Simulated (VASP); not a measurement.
# LiH (I4/mmm) in VASP: notebook, part 3 of 3

VASP 6.6.1. The steps go on from the part before.

### 5 Single point, r2SCAN (strain +0.0400 x Voigt [0, 1, 0, 0, 0, 0])

The input, POSCAR:

```
LiH
1.0
    0.0000000000      2.1138000000      2.0325000000
    2.0325000000      0.0000000000      2.0325000000
    2.0325000000      2.1138000000      0.0000000000
Li H
1 1
Direct
    0.0000000000      0.0000000000      0.0000000000
    0.5000000000      0.5000000000      0.5000000000
```

The input, INCAR.step1:

```
SYSTEM = LiH
  PREC = Accurate
  ENCUT = 520
  ISMEAR = 0
  SIGMA = 0.05
  LREAL = .False.
  LASPH = .True.
  NELM = 60
  NBANDS = 9
  GGA = PE
  ALGO = Normal
  EDIFF = 1E-4
  LWAVE = .True.
  LCHARG = .False.
```

The input, INCAR.step2:

```
SYSTEM = LiH
  PREC = Accurate
  ENCUT = 520
  EDIFF = 1E-6
  ISMEAR = 0
  SIGMA = 0.05
  LREAL = .False.
  LASPH = .True.
  NELM = 60
  ALGO = Normal
  ISIF = 2
  LWAVE = .False.
  LCHARG = .False.
  METAGGA = R2SCAN
  LMIXTAU = .True.
  NBANDS = 9
  ISTART = 1
```

The input, KPOINTS:

```
Automatic mesh
0
Gamma
  10 10 10
  0 0 0
```

Potentials or basis: VASP PAW PBE potentials, release 64 (Li_sv, H).

Started as:

```bash
$ cat potpaw_PBE.64/Li_sv/POTCAR potpaw_PBE.64/H/POTCAR > POTCAR
$ cp INCAR.step1 INCAR
$ mpirun -np 1 vasp_std > vasp.out
$ cp INCAR.step2 INCAR
$ mpirun -np 1 vasp_std > vasp.out
```

OUTCAR:

```text
SYSTEM = LiH
   PREC = Accurate
   ENCUT = 520
   EDIFF = 1E-6
   ISMEAR = 0
   LREAL = .False.
   LASPH = .True.
   NELM = 60
   ISIF = 2
   METAGGA = R2SCAN
   ISTART = 1

 ion  position               nearest neighbor table
   1  0.000  0.000  0.000-
   2  0.500  0.500  0.500-

  LATTYP: Found a body centered tetragonal cell.
 ALAT       =     2.8743890655
 C/A-ratio  =     1.4707821049

  Lattice vectors:

 A1 = (   0.0000000000,  -2.1138000000,   2.0325000000)
 A2 = (   0.0000000000,  -2.1138000000,  -2.0325000000)
 A3 = (   2.0325000000,   2.1138000000,   0.0000000000)

Analysis of symmetry for initial positions (statically):
=====================================================================
 Subroutine PRICEL returns:
 Original cell was already a primitive cell.

 Routine SETGRP: Setting up the symmetry group for a
 body centered tetragonal supercell.

 Subroutine GETGRP returns: Found 16 space group operations
 (whereof 16 operations were pure point group operations)
 out of a pool of 16 trial point group operations.

The static configuration has the point symmetry D_4h.

Analysis of symmetry for dynamics (positions and initial velocities):
=====================================================================
 Subroutine PRICEL returns:
 Original cell was already a primitive cell.

 Routine SETGRP: Setting up the symmetry group for a
 body centered tetragonal supercell.

 Subroutine GETGRP returns: Found 16 space group operations
 (whereof 16 operations were pure point group operations)
 out of a pool of 16 trial point group operations.

The dynamic configuration has the point symmetry D_4h.

 Subroutine INISYM returns: Found 16 space group operations
 (whereof 16 operations are pure point group operations),
 and found     1 'primitive' translations

----------------------------------------------------------------------------------------

                                     Primitive cell

  volume of cell :      17.4645

[... 110 lines left out ...]
  Fermi-wavevector in a.u.,A,eV,Ry     =   1.001636  1.892817 13.650375  1.003274
  Thomas-Fermi vector in A             =   2.134071
   LORBIT       =      0    0 simple, 1 ext, 2 COOP (PROOUT), +10 PAW based schemes
   METAGGA = R2SCAN    functional components
   LHFCALC =     F    Hartree Fock is set to
   AEXX    =    0.0000 exact exchange contribution
   IVDW    =     0    specifies the selected vdW correction
   LEPSILON=     F    determine dielectric tensor
   LRPA    =     F    only Hartree local field effects (RPA)
 non-spin polarized calculation
 Gauss-broadening in eV      SIGMA  =   0.05
  energy-cutoff  :      520.00
  volume of cell :       17.46
 maximum number of plane-waves:       491
 NGX is ok and might be reduce to    24
   NGX = 11   NGY = 11   NGZ = 11

 number of electron       4.0000004 magnetization

 Free energy of the ion-electron system (eV)
  ---------------------------------------------------
  ext. energy  EPLUGINS =         0.00000000
  ---------------------------------------------------
  free energy    TOTEN  =        -6.80178788 eV

  energy without entropy =       -6.80178788  energy(sigma->0) =       -6.80178788

 E-fermi :  -0.0327     XC(G=0):  -8.5436

 val. band max:       -0.4495620111   @ k =   0.5000   0.5000   0.0000
 cond. band min:       2.7474437966   @ k =   0.5000   0.0000   0.5000
 fundamental gap:      3.1970058077
 Fermi energy:        -0.0327448820

 k-point     1 :       0.0000    0.0000    0.0000
  band No.  band energies     occupation
      1     -46.3609      2.00000
      2      -5.6881      2.00000
      3      15.9609      0.00000
      4      17.8681      0.00000
      5      17.8687      0.00000
      6      18.2259      0.00000
      7      22.1533      0.00000
      8      22.3846      0.00000
      9      22.3847      0.00000
[... 265 lines left out ...]
 k-point    24 :       0.4000    0.3000    0.0000
  band No.  band energies     occupation
      1     -46.3249      2.00000
      2      -2.5922      2.00000
      3       6.7532      0.00000
      4      10.3427      0.00000
      5      11.5863      0.00000
      6      16.0739      0.00000
      7      17.6302      0.00000
      8      28.5950      0.00000
      9      30.0484      0.00000

 [... further k-points ...]
[... 5 lines left out ...]
  --------------------------------------------------------------------------------------
  -------------------------------------------------------------------------------------
  Total       -0.2636531     -0.4586488     -0.2636531      0.0000000      0.0000000      0.0000000
  in kB      -24.1873617    -42.0761376    -24.1873617      0.0000000      0.0000000      0.0000000
  external PRESSURE =     -30.1502870 kB  Pullay stress =       0.0000000 kB

 VOLUME and BASIS-vectors are now :
 -----------------------------------------------------------------------------
  energy-cutoff  :      520.00
  volume of cell :       17.46
      direct lattice vectors                 reciprocal lattice vectors
     0.000000000  2.113800000  2.032500000    -0.246002460  0.236540827  0.246002460
     2.032500000  0.000000000  2.032500000     0.246002460 -0.236540827  0.246002460
     2.032500000  2.113800000  0.000000000     0.246002460  0.236540827 -0.246002460

 POSITION                                       TOTAL-FORCE (eV/Angst)
 -----------------------------------------------------------------------------------
      0.00000      0.00000      0.00000        -0.000000      0.000000      0.000000
      2.03250      2.11380      2.03250         0.000000     -0.000000      0.000000
 -----------------------------------------------------------------------------------
    total drift:                                0.000000     -0.000000     -0.000000

  FREE ENERGIE OF THE ION-ELECTRON SYSTEM (eV)
  ---------------------------------------------------
  free  energy   TOTEN  =        -6.8017878757 eV

  energy  without entropy=       -6.8017878757  energy(sigma->0) =       -6.80178788
```

Run time: 62 s. Hardware: 1 thread of Intel Xeon 8259CL, shared host; peak memory 0.14 GiB.

Results:

```
Free energy            : -6.8018 eV
Band gap on the k mesh : 3.20 eV (least direct gap 3.49 eV)
```

Caveat: the cell differs from its parent crystal (strain +0.0400 x Voigt [0, 1, 0, 0, 0, 0]); the cutoff is under 1.25 times the usual one of these potentials, so pressure, stress and relaxed cells hold a basis-set (Pulay) error; the PAW data sets were made with another functional, which shifts forces and pressure a little.

### 6 Single point, r2SCAN (strain +0.0350 x Voigt [0, 1, 0, 0, 0, 0])

The input, POSCAR:

```
LiH
1.0
    0.0000000000      2.1036375000      2.0325000000
    2.0325000000      0.0000000000      2.0325000000
    2.0325000000      2.1036375000      0.0000000000
Li H
1 1
Direct
    0.0000000000      0.0000000000      0.0000000000
    0.5000000000      0.5000000000      0.5000000000
```

The input, INCAR.step1:

```
SYSTEM = LiH
  PREC = Accurate
  ENCUT = 520
  ISMEAR = 0
  SIGMA = 0.05
  LREAL = .FALSE.
  LASPH = .TRUE.
  NELM = 80
  NBANDS = 9
  GGA = PE
  ALGO = Normal
  EDIFF = 1E-4
  LWAVE = .TRUE.
  LCHARG = .FALSE.
```

The input, INCAR.step2:

```
SYSTEM = LiH
  PREC = Accurate
  ENCUT = 520
  EDIFF = 1E-6
  ISMEAR = 0
  SIGMA = 0.05
  LREAL = .FALSE.
  LASPH = .TRUE.
  NELM = 80
  ALGO = Normal
  ISIF = 2
  LWAVE = .FALSE.
  LCHARG = .FALSE.
  METAGGA = R2SCAN
  LMIXTAU = .TRUE.
  NBANDS = 9
  ISTART = 1
```

The input, KPOINTS:

```
Automatic mesh
0
G
  10 10 10
  0 0 0
```

Potentials or basis: VASP PAW PBE potentials, release 64 (Li_sv, H).

Started as:

```bash
$ cat potpaw_PBE.64/Li_sv/POTCAR potpaw_PBE.64/H/POTCAR > POTCAR
$ cp INCAR.step1 INCAR
$ mpirun -np 1 vasp_std > vasp.out
$ cp INCAR.step2 INCAR
$ mpirun -np 1 vasp_std > vasp.out
```

OUTCAR:

```text
SYSTEM = LiH
   PREC = Accurate
   ENCUT = 520
   EDIFF = 1E-6
   ISMEAR = 0
   LREAL = .FALSE.
   LASPH = .TRUE.
   NELM = 80
   ISIF = 2
   METAGGA = R2SCAN
   ISTART = 1

 ion  position               nearest neighbor table
   1  0.000  0.000  0.000-
   2  0.500  0.500  0.500-

  LATTYP: Found a body centered tetragonal cell.
 ALAT       =     2.8743890655
 C/A-ratio  =     1.4637110371

  Lattice vectors:

 A1 = (   0.0000000000,  -2.1036375000,   2.0325000000)
 A2 = (   0.0000000000,  -2.1036375000,  -2.0325000000)
 A3 = (   2.0325000000,   2.1036375000,   0.0000000000)

Analysis of symmetry for initial positions (statically):
=====================================================================
 Subroutine PRICEL returns:
 Original cell was already a primitive cell.

 Routine SETGRP: Setting up the symmetry group for a
 body centered tetragonal supercell.

 Subroutine GETGRP returns: Found 16 space group operations
 (whereof 16 operations were pure point group operations)
 out of a pool of 16 trial point group operations.

The static configuration has the point symmetry D_4h.

Analysis of symmetry for dynamics (positions and initial velocities):
[... 163 lines left out ...]
 cond. band min:       2.8036408530   @ k =   0.5000   0.0000   0.5000
 fundamental gap:      3.2447598800
 Fermi energy:        -0.2004236406

 k-point     1 :       0.0000    0.0000    0.0000
  band No.  band energies     occupation
      1     -46.3348      2.00000
      2      -5.6853      2.00000
      3      16.0528      0.00000
      4      17.9510      0.00000
      5      17.9516      0.00000
      6      18.2657      0.00000
      7      22.2459      0.00000
      8      22.4490      0.00000
      9      22.4491      0.00000
[... 265 lines left out ...]
 k-point    24 :       0.4000    0.3000   -0.0000
  band No.  band energies     occupation
      1     -46.2984      2.00000
      2      -2.5883      2.00000
      3       6.7649      0.00000
      4      10.3988      0.00000
      5      11.6534      0.00000
      6      16.1508      0.00000
      7      17.7251      0.00000
      8      28.8087      0.00000
      9      30.1090      0.00000

 [... further k-points ...]
[... 5 lines left out ...]
  --------------------------------------------------------------------------------------
  -------------------------------------------------------------------------------------
  Total       -0.2556800     -0.4271273     -0.2556800     -0.0000000      0.0000000      0.0000000
  in kB      -23.5692261    -39.3736687    -23.5692261     -0.0000000      0.0000000      0.0000000
  external PRESSURE =     -28.8373737 kB  Pullay stress =       0.0000000 kB

 VOLUME and BASIS-vectors are now :
 -----------------------------------------------------------------------------
  energy-cutoff  :      520.00
  volume of cell :       17.38
      direct lattice vectors                 reciprocal lattice vectors
     0.000000000  2.103637500  2.032500000    -0.246002460  0.237683536  0.246002460
     2.032500000  0.000000000  2.032500000     0.246002460 -0.237683536  0.246002460
     2.032500000  2.103637500  0.000000000     0.246002460  0.237683536 -0.246002460

 POSITION                                       TOTAL-FORCE (eV/Angst)
 -----------------------------------------------------------------------------------
      0.00000      0.00000      0.00000        -0.000000     -0.000000      0.000000
      2.03250      2.10364      2.03250         0.000000      0.000000     -0.000000
 -----------------------------------------------------------------------------------
    total drift:                                0.000000     -0.000000     -0.000000

  FREE ENERGIE OF THE ION-ELECTRON SYSTEM (eV)
  ---------------------------------------------------
  free  energy   TOTEN  =        -6.8037442969 eV

  energy  without entropy=       -6.8037442969  energy(sigma->0) =       -6.80374430
```

OUTCAR.step1:

```text
SYSTEM = LiH
   PREC = Accurate
   ENCUT = 520
   ISMEAR = 0
   LREAL = .FALSE.
   LASPH = .TRUE.
[... 511 lines left out ...]
      0.00000      0.00000      0.00000        -0.000000      0.000000      0.000000
      2.03250      2.10364      2.03250         0.000000     -0.000000     -0.000000
 -----------------------------------------------------------------------------------
    total drift:                                0.000000     -0.000000     -0.000000

  FREE ENERGIE OF THE ION-ELECTRON SYSTEM (eV)
  ---------------------------------------------------
  free  energy   TOTEN  =        -6.1143843407 eV

  energy  without entropy=       -6.1143843407  energy(sigma->0) =       -6.11438434
```

Wall time 60 s (1 thread of Intel Xeon 8259CL, shared host); peak memory 0.14 GiB.

Results:

- Free energy: -6.8037 eV
- Band gap on the k mesh: 3.24 eV (least direct gap 3.50 eV)

Levels at points of the mesh, in eV from the valence-band top:
```
           k point  band 1  band 2  band 3  band 4  band 5  band 6
(0.00, 0.00, 0.00)  -45.89   -5.24   16.49   18.39   18.39   18.71
(0.50, 0.00, 0.00)  -45.86   -2.51    5.39   14.10   17.08   17.68
(0.50, 0.50, 0.00)  -45.85    0.00    3.69   10.94   11.24   14.31
(0.50, 0.00, 0.50)  -45.85   -0.25    3.24   11.64   11.64   14.83
```

Caveat: the cell differs from its parent crystal (strain +0.0350 x Voigt [0, 1, 0, 0, 0, 0]); the cutoff is under 1.25 times the usual one of these potentials, so pressure, stress and relaxed cells hold a basis-set (Pulay) error; the PAW data sets were made with another functional, which shifts forces and pressure a little. A k mesh can miss the band edges.

### 7 The runs side by side

| cell | gap on the mesh (eV) |
| --- | --- |
| a = 2.889, b = 2.874 Å, angles 60.2, 59.7, 60.2°, 2 atoms | 3.50 |
| a = 2.918, b = 2.874 Å, angles 60.5, 59.0, 60.5°, 2 atoms | 3.29 |
| a = 2.903, b = 2.874 Å, angles 60.3, 59.3, 60.3°, 2 atoms | 3.40 |
| a = 2.932, b = 2.874 Å, angles 60.7, 58.7, 60.7°, 2 atoms | 3.20 |
| a = 2.925, b = 2.874 Å, angles 60.6, 58.9, 60.6°, 2 atoms | 3.24 |

Alike in all rows: task single point; level r2SCAN; potentials or basis VASP PAW PBE potentials, release 64 (Li_sv, H); no spin polarisation; k mesh 10 × 10 × 10; cutoff (eV) 520; smearing gaussian 0.05 eV.

Caveats: the cutoff is under 1.25 times the usual one of these potentials, so pressure, stress and relaxed cells hold a basis-set (Pulay) error; the PAW data sets were made with another functional, which shifts forces and pressure a little.

Absolute energies hang on the potentials; compare differences alone.
